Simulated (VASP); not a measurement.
Set up this calculation in VASP 6.6.1, as the native input.

| Quantity | Value |
| --- | --- |
| Task | single point |
| Functional | PBE |
| Potentials or basis | VASP PAW PBE potentials, release 64 (Co, Pt, O) |
| Cutoff | 520 eV |
| k mesh | 18 × 18 × 18 |
| Occupations | gaussian, width 0.15 eV |
| Spin | no spin polarisation |
| Dipole correction | no |
| Further INCAR settings | ALGO = Normal; EDIFF = 1e-07; NBANDS = 24 |

The structure of CoPtO2 lies in POSCAR:

```
CoPtO2
1.0
    1.4702168280      0.8488300814      6.1399172004
   -1.4702168280      0.8488300814      6.1399172004
    0.0000000000     -1.6976601628      6.1399172004
Co Pt O
1 1 2
Direct
    0.5000000000      0.5000000000      0.5000000000
    0.0000000000      0.0000000000      0.0000000000
    0.8876528272      0.8876528272      0.8876528272
    0.1123471728      0.1123471728      0.1123471728
```

This cell differs from its parent crystal: strain +0.030 along x and y, +0.030 along z.

The input as run:

INCAR

```
  PREC = Accurate
  ENCUT = 520
  EDIFF = 1E-7
  ISMEAR = 0
  SIGMA = 0.15
  LREAL = F
  LASPH = T
  NELM = 100
  ALGO = Normal
  ISIF = 2
  LWAVE = F
  LCHARG = T
  GGA = PE
  LELF = T
  LVHAR = T
  NBANDS = 24
```

KPOINTS

```
Automatic mesh
0
Gamma
  18 18 18
```

Potentials or basis: VASP PAW PBE potentials, release 64 (Co, Pt, O).

Command:

```sh
$ cat potpaw_PBE.64/Co/POTCAR potpaw_PBE.64/Pt/POTCAR potpaw_PBE.64/O/POTCAR > POTCAR
$ mpirun -np 1 vasp_std > vasp.out
```

Results of the run:

| Property | Result |
| --- | --- |
| Pressure | -17.1 GPa |
| Largest force | 0.105 eV/Å |
| Band gap on the k mesh | zero (an odd number of electrons rules out a gap without spin polarisation) |

Caveat: the cell differs from its parent crystal (strain +0.030 along x and y, +0.030 along z); the cell stands under tension; spin-orbit coupling is left out, which moves the levels of the heavy elements; an odd number of electrons without spin polarisation forces a metal; a magnetic or distorted state may lie lower; the run has no spin polarisation, though such a crystal can be magnetic; semilocal functionals often make such compounds metallic where correlation or magnetic order opens a gap, which also shifts bond lengths.

Run time: 24 min on 1 thread of Intel(R) Xeon(R) Platinum 8488C (Sapphire Rapids) (shared host), peak memory 0.86 GiB.
